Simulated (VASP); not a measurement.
## KF: single point with PBE

Crystal: KF.

```xyz
2
Lattice="-0.1444 2.6689 2.6689 2.6689 -0.1444 2.6689 2.6689 2.6689 -0.1444" Properties=species:S:1:pos:R:3 pbc="T T T"
K     0.0000    0.0000    0.0000
F     2.5967    2.5967    2.5967
```

```
Program             : VASP 6.6.1
Task                : single point
Functional          : PBE
Potentials or basis : VASP PAW PBE potentials, release 64 (K_sv, F)
Cutoff              : 520 eV
k mesh              : 8 × 8 × 8
Occupations         : gaussian, width 0.05 eV
Spin                : no spin polarisation
```

* Pressure: -0.9 GPa
* Band gap on the k mesh: 5.72 eV

Stress tensor (GPa, compression positive):
```
-0.94  0.62  0.62
 0.62 -0.94  0.62
 0.62  0.62 -0.94
```

Levels at points of the mesh, in eV from the valence-band top:
```csv
k point,band 5,band 6,band 7,band 8,band 9,band 10,band 11,band 12
"(0.00, 0.00, 0.00)",-9.73,-0.07,-0.07,0.00,5.72,10.12,10.12,10.93
"(0.50, 0.00, 0.00)",-9.75,-0.77,-0.36,-0.25,8.60,9.93,11.26,11.98
"(0.50, 0.50, 0.00)",-9.87,-0.30,-0.16,-0.09,8.06,9.79,11.18,13.06
"(0.50, 0.50, 0.50)",-9.80,-0.76,-0.42,-0.42,8.86,10.23,11.70,11.70
```

Wall time 40 s on 1 thread of Intel(R) Xeon(R) Platinum 8259CL CPU @ 2.50GHz (Skylake/Cascade Lake) (shared host), peak memory 0.17 GiB.

A k mesh can miss the band edges. As with any semilocal functional, this PBE gap is likely too small.
